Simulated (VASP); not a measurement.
Wanted: the native input for a VASP 6.6.1 run.

- Task: relaxation of cell and atoms
- Functional: revPBE
- Dispersion: D4
- Potentials or basis: VASP PAW PBE potentials, release 64 (Sb)
- Cutoff: 600 eV
- k mesh: 8 × 8 × 8
- Occupations: fermi-dirac, width 0.05 eV
- Spin: no spin polarisation
- Dipole correction: no
- Further INCAR settings: ALGO = Normal; EDIFF = 1e-06; IBRION = 2; EDIFFG = -0.01; NSW = 60; ISIF = 3

The structure of Sb lies in POSCAR:

```
Sb
1.0
    3.1600000000      0.0000000000      0.0000000000
    0.0000000000      3.1600000000      0.0000000000
    0.0000000000      0.0000000000      3.1600000000
Sb
1
Direct
    0.0000000000      0.0000000000      0.0000000000
```

The input as run:

INCAR

```
SYSTEM = Sb
PREC = Accurate
ENCUT = 600
EDIFF = 1E-6
ISMEAR = -1
SIGMA = 0.05
LREAL = .False.
LASPH = .True.
NELM = 80
ALGO = Normal
ISIF = 3
LWAVE = .False.
LCHARG = .False.
GGA = RE
IVDW = 13
IBRION = 2
NSW = 60
EDIFFG = -0.01
```

KPOINTS

```
Automatic mesh
0
Gamma
  8 8 8
  0 0 0
```

Potentials or basis: VASP PAW PBE potentials, release 64 (Sb).

Run with:

```console
$ cat potpaw_PBE.64/Sb/POTCAR > POTCAR
$ mpirun -np 1 vasp_std > vasp.out
```

Results of the run:

```
Relaxed volume                         : 28.49 Å³/atom
Relaxed cell                           : a = 3.054 Å, b = 3.054 Å, c = 3.054 Å, α = 90.00°, β = 90.00°, γ = 90.00°
Space group after relaxing (to 0.05 Å) : Pm-3m (No. 221)
Energy gained by relaxing              : 57.4 meV/atom
Ionic steps                            : 3
Pressure after relaxing                : 0.0 GPa
Dispersion energy per atom             : -0.857 eV
```

Caveat: the PAW data sets were made with another functional, which shifts forces and pressure a little; pairwise dispersion overbinds metals, which lowers pressure and volume.

Wall time 8.3 s on 1 thread of Intel(R) Xeon(R) 6975P-C (Granite Rapids), with other jobs on the host, peak memory 0.15 GiB.
